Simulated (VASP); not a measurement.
C, 4 atoms in the cell. The structure is hexagonal, space group P6_3/mmc (No. 194). The conventional cell has a = 2.453 Å, b = 2.453 Å, c = 4.119 Å, α = 90.00°, β = 90.00°, γ = 120.00°. C (site symmetry 3m) has 4 C at 1.51 to 1.54 Å within 2.0 Å.  This cell differs from its parent crystal: strained cell.

```yaml
Program: VASP 6.6.1
Task: relaxation of the atoms
Functional: PBEsol
Potentials_or_basis: VASP PAW PBE potentials, release 64 (C)
Cutoff: 520 eV
k_mesh: 9 × 9 × 6
Occupations: gaussian, width 0.02 eV
Spin: no spin polarisation
Dipole_correction: no
Further_INCAR_settings: ALGO = Normal; EDIFF = 1e-06; IBRION = 2; EDIFFG = -0.002; NSW = 60
```

Potentials or basis: VASP PAW PBE potentials, release 64 (C).

Launch:

```sh
$ cat potpaw_PBE.64/C/POTCAR > POTCAR
$ mpirun -np 1 vasp_std > vasp.out
```

Hardware: 1 thread of Intel(R) Xeon(R) 6975P-C (Granite Rapids), on a shared host.

Problem. How long does it take, and how much memory?

Solution. It took 8.2 s on 1 thread of Intel(R) Xeon(R) 6975P-C (Granite Rapids) (shared host), peak memory 0.12 GiB. Counts: scf iterations 21, k points 48, ion steps 3.
